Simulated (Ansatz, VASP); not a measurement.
SiC in VASP and in Ansatz

```
CELL_PARAMETERS angstrom
3.07600 0.00000 0.00000
-1.53800 2.66389 0.00000
0.00000 0.00000 5.04800
ATOMIC_POSITIONS crystal
Si 0.33333 0.66667 0.00000
Si 0.66667 0.33333 0.50000
C 0.33333 0.66667 0.38500
C 0.66667 0.33333 0.88500
```

Alike in both runs: task electric field gradients; functional LDA; k mesh 16 × 16 × 9; occupations fermi-dirac, width 0.15 eV; no spin polarisation.

|  | VASP | Ansatz |
| --- | --- | --- |
| version | VASP 6.6.1 | Ansatz 0.2.0 |
| potentials or method | VASP PAW LDA potentials, release 64 (Si, C) | plane-wave PAW, scalar-relativistic |
| plane-wave cutoff (eV) | 520 | 420 |
| valence electrons in the cell | 16 | 16 |

|  | VASP | Ansatz | Ansatz less VASP |
| --- | --- | --- | --- |
| pressure (GPa) | -3.6 | -4.0 | -0.40 |
| traceless stress, the component that is largest in VASP (GPa) | -2.84 | -2.82 | +0.016 |
| rms of the force components (eV/Å) | 0.424 | 0.423 | -0.0011 |
| size of Vzz on the site where it differs most (V/Å²) | 17.5 | 16.7 | -0.81 |

LDA's correlation is that of Perdew and Zunger in VASP and of Perdew and Wang (1992) in Ansatz. Atom by atom the forces differ by 0.001 eV/Å (rms over components). Ansatz's warnings: force scf threshold loose, stress scf threshold loose.
